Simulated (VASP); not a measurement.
TlBTe2, 4 atoms in the cell. The structure is hexagonal, space group P-6m2 (No. 187). The conventional cell has a = 3.969 Å, b = 3.969 Å, c = 9.125 Å, α = 90.00°, β = 90.00°, γ = 120.00°. Tl (site symmetry -6m2) has 3 B at 2.29 Å within 3.0 Å. Within 3.0 Å of B (site symmetry -6m2) lie 3 Tl at 2.29 Å. Within 3.5 Å of Te (site symmetry 3m) lie 1 Te at 2.63 Å and 1 Tl at 3.25 Å. The cell was built from a structure type or drawn by symmetry, and may not be a known phase.

| Item | Value |
| --- | --- |
| Program | VASP 6.6.1 |
| Task | relaxation of cell and atoms |
| Functional | PBE |
| Potentials or basis | VASP PAW PBE potentials, release 64 (Tl_d, B, Te) |
| Cutoff | 500 eV |
| k mesh | 12 × 12 × 6 |
| Occupations | gaussian, width 0.1 eV |
| Spin | no spin polarisation |
| Dipole correction | no |
| Further INCAR settings | ALGO = Normal; EDIFF = 1e-07; IBRION = 2; EDIFFG = -0.01; NSW = 100; ISIF = 3 |

Potentials or basis: VASP PAW PBE potentials, release 64 (Tl_d, B, Te).

Command:

```bash
$ cat potpaw_PBE.64/Tl_d/POTCAR potpaw_PBE.64/B/POTCAR potpaw_PBE.64/Te/POTCAR > POTCAR
$ mpirun -np 1 vasp_std > vasp.out
```

Hardware: 1 thread of AMD EPYC 7R13 (shared host).

**Question.** How long does it take, and how much memory?

**Answer.** It took 37 min on 1 thread of AMD EPYC 7R13, on a shared host, peak memory 0.35 GiB. Counts: scf iterations 109, k points 76, ion steps 12.
